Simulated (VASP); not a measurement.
# Be2Se (P2/c) in VASP: relaxation of cell and atoms with PBE

Aim: the relaxation of cell and atoms of Be2Se with PBE.

Everything below comes from runs of VASP 6.6.1. Logs are shortened: lines on timing, memory, paths and dates and some standing lists are left out, and cuts for length are marked.

## (1) The cell of the first run

It takes space group P2/c (No. 13, monoclinic). Conventional cell: a = 4.512 Å, b = 3.939 Å, c = 5.687 Å, α = 90.00°, β = 93.39°, γ = 90.00°. Within 3.6 Å of Be (site symmetry -1) lie 6 Be at 2.76 to 2.89 Å and 4 Se at 2.99 Å. Within 2.3 Å of Be (site symmetry 2) lie 2 Se at 1.76 Å. Within 2.3 Å of Se (site symmetry -1) lie 2 Be at 1.76 Å.

The cell was built from a structure type or drawn by symmetry, and may not be a known phase.

## (2) Relaxation of cell and atoms, PBE

INCAR

```
PREC = Accurate ; ENCUT = 600
EDIFF = 1E-7 ; ISMEAR = 0
SIGMA = 0.2 ; LREAL = F
LASPH = T ; NELM = 120
ALGO = Normal ; ISIF = 3
LWAVE = F ; LCHARG = F
GGA = PE ; IBRION = 2
NSW = 36 ; EDIFFG = -0.08
GGA_COMPAT = F ; NELMIN = 4
```

KPOINTS

```
Automatic mesh
0
Gamma
  4 4 3
```

POSCAR

```
Be2Se
1.0
    4.5117456400      0.0000000000      0.0000000000
    0.0000000000      3.9393130200      0.0000000000
   -0.3363028500      0.0000000000      5.6773791400
Be Se
4 2
Direct
    0.5000000000      0.0000000000      0.0000000000
    0.5000000000      0.0000000000      0.5000000000
    0.0000000000      0.7613696800      0.2500000000
    0.0000000000      0.2386303200      0.7500000000
    0.0000000000      0.5000000000      0.0000000000
    0.0000000000      0.5000000000      0.5000000000
```

Potentials or basis: VASP PAW PBE potentials, release 64 (Be, Se).

Command:

```console
$ cat potpaw_PBE.64/Be/POTCAR potpaw_PBE.64/Se/POTCAR > POTCAR
$ mpirun -np 1 vasp_std > vasp.out
```

OUTCAR:

```text
PREC = Accurate
   ENCUT = 600
   EDIFF = 1E-7
   ISMEAR = 0
   LREAL = F
   LASPH = T
   NELM = 120
   ISIF = 3
   GGA = PE
   IBRION = 2
   NSW = 36
   EDIFFG = -0.08
   NELMIN = 4

 ion  position               nearest neighbor table
   1  0.500  0.000  0.000-
   2  0.500  0.000  0.500-
   3  0.000  0.761  0.250-   5 1.76   6 1.76
   4  0.000  0.239  0.750-   5 1.76   6 1.76
   5  0.000  0.500  0.000-   3 1.76   4 1.76
   6  0.000  0.500  0.500-   3 1.76   4 1.76

  LATTYP: Found a simple monoclinic cell.
 ALAT       =     4.5117456400
 B/A-ratio  =     0.8731239157
 C/A-ratio  =     1.2605610819
 COS(beta)  =    -0.0591319289

  Lattice vectors:

 A1 = (   4.5117456400,   0.0000000000,   0.0000000000)
 A2 = (   0.0000000000,   3.9393130200,   0.0000000000)
 A3 = (  -0.3363028500,   0.0000000000,   5.6773791400)

Analysis of symmetry for initial positions (statically):
=====================================================================
 Subroutine PRICEL returns:
 Original cell was already a primitive cell.

 Routine SETGRP: Setting up the symmetry group for a
 simple monoclinic supercell.

 Subroutine GETGRP returns: Found  4 space group operations
 (whereof  2 operations were pure point group operations)
 out of a pool of  4 trial point group operations.

The static configuration has the point symmetry S_2 .
 The point group associated with its full space group is C_2h.

Analysis of symmetry for dynamics (positions and initial velocities):
=====================================================================
 Subroutine PRICEL returns:
 Original cell was already a primitive cell.

 Routine SETGRP: Setting up the symmetry group for a
 simple monoclinic supercell.

 Subroutine GETGRP returns: Found  4 space group operations
 (whereof  2 operations were pure point group operations)
 out of a pool of  4 trial point group operations.

The dynamic configuration has the point symmetry S_2 .
 The point group associated with its full space group is C_2h.

 Subroutine INISYM returns: Found  4 space group operations
 (whereof  2 operations are pure point group operations),
 and found     1 'primitive' translations

----------------------------------------------------------------------------------------

                                     Primitive cell

  volume of cell :     100.9051

  direct lattice vectors                    reciprocal lattice vectors
     4.511745640  0.000000000  0.000000000     0.221643701  0.000000000  0.013129193
     0.000000000  3.939313020  0.000000000     0.000000000  0.253851368  0.000000000
    -0.336302850  0.000000000  5.677379140     0.000000000  0.000000000  0.176137611

  length of vectors
     4.511745640  3.939313020  5.687330965     0.222032218  0.253851368  0.176137611

  position of ions in fractional coordinates (direct lattice)
     0.500000000  0.000000000  0.000000000
     0.500000000  0.000000000  0.500000000
     0.000000000  0.761369680  0.250000000
     0.000000000  0.238630320  0.750000000
     0.000000000  0.500000000  0.000000000
     0.000000000  0.500000000  0.500000000

  ion indices of the primitive-cell ions
   primitive index   ion index
                 1           1
                 2           2
                 3           3
                 4           4
                 5           5
                 6           6

----------------------------------------------------------------------------------------

 KPOINTS: Automatic mesh

Automatic generation of k-mesh.
 Grid dimensions read from file:
 generate k-points for:    4    4    3

 Generating k-lattice:

  Cartesian coordinates                     Fractional coordinates (reciprocal lattice)
     0.055410925  0.000000000  0.003282298     0.250000000  0.000000000  0.000000000
     0.000000000  0.063462842  0.000000000     0.000000000  0.250000000  0.000000000
     0.000000000  0.000000000  0.058712537     0.000000000  0.000000000  0.333333333

  Length of vectors
     0.055508054  0.063462842  0.058712537

  Shift w.r.t. Gamma in fractional coordinates (k-lattice)
     0.000000000  0.000000000  0.000000000

 Subroutine IBZKPT returns following result:
 ===========================================

 Found     21 irreducible k-points:

 Following reciprocal coordinates:
            Coordinates               Weight
  0.000000  0.000000  0.000000      1.000000
  0.250000  0.000000 -0.000000      2.000000
  0.500000  0.000000 -0.000000      1.000000
  0.000000  0.250000  0.000000      2.000000
  0.250000  0.250000 -0.000000      4.000000
  0.500000  0.250000 -0.000000      2.000000
[... 13 lines left out ...]
  0.500000  0.500000  0.333333      2.000000
 -0.250000  0.500000  0.333333      2.000000
   k-points           NKPTS =     21   k-points in BZ     NKDIM =     21   number of bands    NBANDS=     14
   number of dos      NEDOS =    301   number of ions     NIONS =      6
   total plane-waves  NPLWV =  55296
   dimension x,y,z NGX =    36 NGY =   32 NGZ =   48
   dimension x,y,z NGXF=    72 NGYF=   64 NGZF=   96
   ions per type =               4   2
   NGX,Y,Z   is equivalent  to a cutoff of  13.27, 13.50, 14.03 a.u.
   NGXF,Y,Z  is equivalent  to a cutoff of  26.53, 27.01, 28.06 a.u.
 SYSTEM =  unknown system
   PREC   = accura    normal or accurate (medium, high low for compatibility)
   ISTART =      0    job   : 0-new  1-cont  2-samecut
   ICHARG =      2    charge: 1-file 2-atom 10-const
   ISPIN  =      1    spin polarized calculation?
   LNONCOLLINEAR =      F non collinear calculations
   LSORBIT =      F    spin-orbit coupling
   LASPH  =      T    aspherical Exc in radial PAW
   ENCUT  =  600.0 eV  44.10 Ry    6.64 a.u.   9.01  7.87 11.36*2*pi/ulx,y,z
   NELM   =    120;   NELMIN=  4; NELMDL= -5     # of ELM steps
   EDIFF  = 0.1E-06   stopping-criterion for ELM
   LREAL  =      F    real-space projection
   EDIFFG = -.8E-01   stopping-criterion for IOM
   NSW    =     36    number of steps for IOM
   IBRION =      2    ionic relax: 0-MD 1-quasi-New 2-CG
   NFREE  =      1    steps in history (QN), initial steepest desc. (CG)
   ISIF   =      3    stress and relaxation
   ISYM   =      2    0-nonsym 1-usesym 2-fastsym
   POTIM  = 0.5000    time-step for ionic-motion
   TEBEG  =    0.0;   TEEND  =   0.0 temperature during run
   PSTRESS=    0.0 pullay stress
   NELECT =      20.0000    total number of electrons
   NUPDOWN=      -1.0000    fix difference up-down
   EMIN   =  10.00;   EMAX   =-10.00  energy-range for DOS
   EFERMI =   0.00;   METHOD = LEGACY
   ISMEAR =     0;   SIGMA  =   0.20  broadening in eV -4-tet -1-fermi 0-gaus
   EFERMI_NEDOS =   21; number of points for ismear=-14 and -15
   IALGO  =     38    algorithm
   IMIX   =      4    mixing-type and parameters
     AMIX     =   0.40;   BMIX     =  1.00
     AMIX_MAG =   1.60;   BMIX_MAG =  1.00
  volume/ion in A,a.u.               =      16.82       113.49
  Fermi-wavevector in a.u.,A,eV,Ry     =   0.954510  1.803762 12.396124  0.911089
  Thomas-Fermi vector in A             =   2.083263
   LORBIT       =      0    0 simple, 1 ext, 2 COOP (PROOUT), +10 PAW based schemes
   GGA     = PE    functional components
   LHFCALC =     F    Hartree Fock is set to
   AEXX    =    0.0000 exact exchange contribution
   IVDW    =     0    specifies the selected vdW correction
   LEPSILON=     F    determine dielectric tensor
   LRPA    =     F    only Hartree local field effects (RPA)
 conjugate gradient relaxation of ions
 non-spin polarized calculation
 Gauss-broadening in eV      SIGMA  =   0.20
  energy-cutoff  :      600.00
  volume of cell :      100.91
 maximum number of plane-waves:      3392
   NGX = 19   NGY = 15   NGZ = 23

--------------------------------------- Ionic step        1  -------------------------------------------

 number of electron      19.9999998 magnetization

 Free energy of the ion-electron system (eV)
  ---------------------------------------------------
  ext. energy  EPLUGINS =         0.00000000
  ---------------------------------------------------
  free energy    TOTEN  =       -13.57682034 eV

  energy without entropy =      -13.53594125  energy(sigma->0) =      -13.55638080

------------------------ aborting loop because EDIFF is reached ----------------------------------------

  FORCE on cell =-STRESS in cart. coord.  units (eV):
  Direction    XX          YY          ZZ          XY          YZ          ZX
  --------------------------------------------------------------------------------------
  -------------------------------------------------------------------------------------
  Total       -7.7365770     12.5586415     32.5022328      0.0000000      0.0000000     -1.5405525
  in kB     -122.8418751    199.4069303    516.0725772      0.0000000      0.0000000    -24.4609933
  external PRESSURE =     197.5458775 kB  Pullay stress =       0.0000000 kB
[... 818 lines left out ...]
 k-point    21 :      -0.2500    0.5000    0.3333
  band No.  band energies     occupation
      1      -8.4506      2.00000
      2      -8.1142      2.00000
      3      -2.8035      2.00000
      4      -2.4426      2.00000
      5       0.6591      2.00000
      6       1.3441      2.00000
      7       1.7665      2.00000
      8       2.4879      2.00000
      9       2.9663      2.00000
     10       3.7248      2.00000
     11       5.5853      1.97664
     12       5.9981      0.51484
     13       8.7178      0.00000
     14      11.0940      0.00000

[... ionic steps 4 to 13 ...]

--------------------------------------- Ionic step       14  -------------------------------------------

 number of electron      19.9999999 magnetization

------------------------ aborting loop because EDIFF is reached ----------------------------------------

  FORCE on cell =-STRESS in cart. coord.  units (eV):
  Direction    XX          YY          ZZ          XY          YZ          ZX
  --------------------------------------------------------------------------------------
  -------------------------------------------------------------------------------------
  Total       -0.6317313      0.4746877     -0.5632982      0.0000000      0.0000000     -0.0916530
  in kB      -12.2557827      9.2090884    -10.9281596      0.0000000      0.0000000     -1.7780973
  external PRESSURE =      -4.6582846 kB  Pullay stress =       0.0000000 kB
[... 65 lines left out ...]
  energy  without entropy=      -20.1876875292  energy(sigma->0) =      -20.20658576

--------------------------------------- Ionic step       16  -------------------------------------------

 number of electron      20.0000000 magnetization

 Free energy of the ion-electron system (eV)
  ---------------------------------------------------
  ext. energy  EPLUGINS =         0.00000000
  ---------------------------------------------------
  free energy    TOTEN  =       -20.23352692 eV

  energy without entropy =      -20.19543860  energy(sigma->0) =      -20.21448276

 E-fermi :   5.7113     XC(G=0):  -9.9970

 val. band max:        5.6178872845   @ k =   0.5000   0.0000   0.3333
 cond. band min:       5.7908038405   @ k =  -0.2500   0.0000   0.3333
 fundamental gap:      0.1729165559
 Fermi energy:         5.7113397939

 k-point     1 :       0.0000    0.0000    0.0000
  band No.  band energies     occupation
      1      -9.9302      2.00000
      2      -9.0212      2.00000
      3      -2.1902      2.00000
      4       0.9744      2.00000
      5       2.1618      2.00000
      6       2.2536      2.00000
      7       2.5891      2.00000
      8       3.2370      2.00000
      9       3.2966      2.00000
     10       5.5110      1.84337
     11       7.0652      0.00000
     12       7.8806      0.00000
[... 373 lines left out ...]
  FREE ENERGIE OF THE ION-ELECTRON SYSTEM (eV)
  ---------------------------------------------------
  free  energy   TOTEN  =       -20.2335269166 eV

  energy  without entropy=      -20.1954386043  energy(sigma->0) =      -20.21448276

 reached required accuracy - stopping structural energy minimisation
```

Run time: 10 min. Hardware: 1 thread of Intel Xeon 8259CL, shared host; peak memory 0.26 GiB.

What came out:

* Free energy: -20.2335 eV
* Relaxed volume: 13.68 Å³/atom
* Relaxed cell: a = 3.431 Å, b = 3.570 Å, c = 6.720 Å, α = 90.00°, β = 85.81°, γ = 90.00°
* Space group after relaxing (to 0.1 Å): P2/c (No. 13)
* Energy gained by relaxing: 1109.5 meV/atom
* Ionic steps: 16
* Pressure after relaxing: 0.0 GPa
* Largest force after relaxing: 0.075 eV/Å
* Band gap on the k mesh: zero (bands 10 and 11 overlap by 1.50 eV)

Forces on the atoms (eV/Å):
```
Be   0.000  0.000  0.000
Be   0.000  0.000  0.000
Be   0.000  0.075  0.000
Be   0.000 -0.075  0.000
Se   0.000  0.000  0.000
Se   0.000  0.000  0.000
```

Stress tensor (GPa, compression positive):
```
-0.61  0.00 -0.35
 0.00  0.44  0.00
-0.35  0.00  0.16
```

Step by step:
```tsv
step	energy change (eV)	largest force (eV/Å)	pressure (GPa)	volume (Å³)
1	0.0000	7.0434	19.75	100.91
2	-3.5285	0.4729	-12.32	131.39
3	-3.9474	0.2797	-7.98	120.46
4	-5.1515	0.4369	-7.44	107.16
5	-4.7032	0.8658	23.12	69.77
6	-6.1395	0.5830	-3.13	91.81
7	-6.2222	0.5979	1.50	84.66
8	-6.2375	0.5950	0.00	86.59
9	-6.2358	0.5963	0.48	85.94
10	-6.2874	0.5459	0.26	85.52
11	-6.4070	0.4238	0.03	84.22
12	-6.5379	0.2284	0.95	81.48
13	-6.6145	0.1697	0.13	82.04
14	-6.6479	0.1065	-0.47	82.59
15	-6.6487	0.0969	-0.53	82.66
16	-6.6567	0.0750	0.00	82.09
```

Final structure:
```
Be Se
1.0
     3.42652    0.00000    0.16598
     0.00000    3.57030    0.00000
     0.16672    0.00000    6.71816
Be Se
4 2
Cartesian
  1.7133 0.0000 0.0830
  1.7966 0.0000 3.4421
  0.0417 3.5137 1.6795
  0.1250 0.0566 5.0386
  0.0000 1.7852 0.0000
  0.0834 1.7852 3.3591
```

Caveat: the k points lie up to 0.46 Å⁻¹ apart in the final cell, too coarse for converged energies and pressures of a metal; the volume moved by over 15 % at a fixed basis, so the end points are rough; the relaxation stopped at a loose force limit of 0.08 eV/Å, so its end isn't a converged minimum.
